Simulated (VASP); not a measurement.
The system is HfF.

```
Hf F
1.0
     0.00000    2.48372    2.48372
     2.48372    0.00000    2.48372
     2.48372    2.48372    0.00000
Hf F
1 1
Cartesian
  0.0000 0.0000 0.0000
  2.4837 2.4837 2.4837
```

* Program: VASP 6.6.1
* Task: relaxation of cell and atoms
* Functional: PBE
* Potentials or basis: VASP PAW PBE potentials, release 64 (Hf_pv, F)
* Cutoff: 600 eV
* k mesh: 20 × 20 × 20
* Occupations: gaussian, width 0.1 eV
* Spin: no spin polarisation

At the start: pressure -4.2 GPa; volume 15.32 Å³/atom.

**Question.** Where does the relaxation end?

**Answer.** Over 3 steps the energy falls by 8.7 meV/atom and the volume is 14.68 Å³/atom (-4.2 %); space group Fm-3m (No. 225, to 0.1 Å) before and after.

The path:
```csv
step,energy change (eV),largest force (eV/Å),pressure (GPa),volume (Å³)
1,0.0000,0.0000,-4.17,30.64
2,-0.0150,0.0000,1.70,28.91
3,-0.0173,0.0000,-0.01,29.36
```

Final structure:
```xyz
2
Lattice="0.0000 2.4485 2.4485 2.4485 0.0000 2.4485 2.4485 2.4485 0.0000" Properties=species:S:1:pos:R:3 pbc="T T T"
Hf    0.0000    0.0000    0.0000
F     2.4485    2.4485    2.4485
```

Caveat: an odd number of electrons without spin polarisation forces a metal; a magnetic or distorted state may lie lower.
